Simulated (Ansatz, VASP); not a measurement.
# Two plane-wave programs on CdTe

```
CELL_PARAMETERS angstrom
3.76108 0.00000 0.00000
0.00000 3.76108 0.00000
0.00000 0.00000 3.76108
ATOMIC_POSITIONS crystal
Cd 0.00000 0.00000 0.00000
Te 0.50000 0.50000 0.50000
```

Alike in both runs: task single point; functional PBE-based screened hybrid; k mesh 4 × 4 × 4; occupations fermi-dirac, width 0.02 eV; no spin polarisation.

|  | VASP | Ansatz |
| --- | --- | --- |
| version | VASP 6.6.1 | Ansatz 0.2.0 |
| potentials or method | VASP PAW PBE potentials, release 64 (Cd, Te) | plane waves |
| plane-wave cutoff (eV) | 520 | 420 |
| valence electrons in the cell | 18 | 36 |

Ansatz gave:

| Item | Value |
| --- | --- |
| pressure (GPa) | -0.5 |

Task: What did VASP give for the same quantities?

Result: Pressure (GPa): -1.2.

VASP's potentials were made for PBE, not for PBE-based screened hybrid. VASP's potentials hold 18 valence electrons a cell and Ansatz's 36, so a difference there can come from the potentials and not from the codes. Ansatz's warnings: filled band counts differ across k points, stress exchange threshold loose, stress scf threshold loose.

The k mesh is coarse, so the values compare programs but aren't converged. Neither program's run includes spin-orbit coupling.
